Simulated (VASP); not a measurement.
Wanted: the native input for a VASP 6.6.1 run.

* Task: single point
* Functional: PBE
* Potentials or basis: VASP PAW PBE potentials, release 64 (Pb_d, S)
* Cutoff: 520 eV
* k mesh: 18 × 18 × 14
* Occupations: gaussian, width 0.1 eV
* Spin: no spin polarisation
* Dipole correction: no
* Further INCAR settings: ALGO = Normal; EDIFF = 1e-06; NBANDS = 17

The structure of PbS lies in POSCAR:

```
PbS
1.0
    4.0879415967      0.0000000000      0.0000000000
   -2.0439707984      3.5402612719      0.0000000000
    0.0000000000      0.0000000000      3.7894632214
Pb S
1 1
Direct
    0.0000000000      0.0000000000      0.5000000000
    0.6666666667      0.3333333333      0.0000000000
```

The cell was generated, and may not be a known phase.

The input as run:

INCAR

```
SYSTEM = PbS
  ALGO = Normal
  EDIFF = 1E-6
  ENCUT = 520
  GGA = PE
  ISIF = 2
  ISMEAR = 0
  LASPH = .True.
  LCHARG = .False.
  LREAL = .False.
  LWAVE = .False.
  NBANDS = 17
  NELM = 80
  PREC = Accurate
  SIGMA = 0.1
```

KPOINTS

```
k-points
0
Gamma
  18 18 14
  0 0 0
```

Potentials or basis: VASP PAW PBE potentials, release 64 (Pb_d, S).

Command:

```bash
$ cat potpaw_PBE.64/Pb_d/POTCAR potpaw_PBE.64/S/POTCAR > POTCAR
$ mpirun -np 1 vasp_std > vasp.out
```

Results of the run:

- Pressure: -0.1 GPa
- Band gap on the k mesh: zero (bands 10 and 11 overlap by 0.44 eV)

Caveat: semilocal functionals underestimate gaps, and a narrow one can read as zero; spin-orbit coupling is left out, which moves the levels of the heavy elements.

Run time: 3 min on 1 thread of Intel(R) Xeon(R) Platinum 8259CL CPU @ 2.50GHz (Skylake/Cascade Lake) (shared host), peak memory 0.37 GiB.
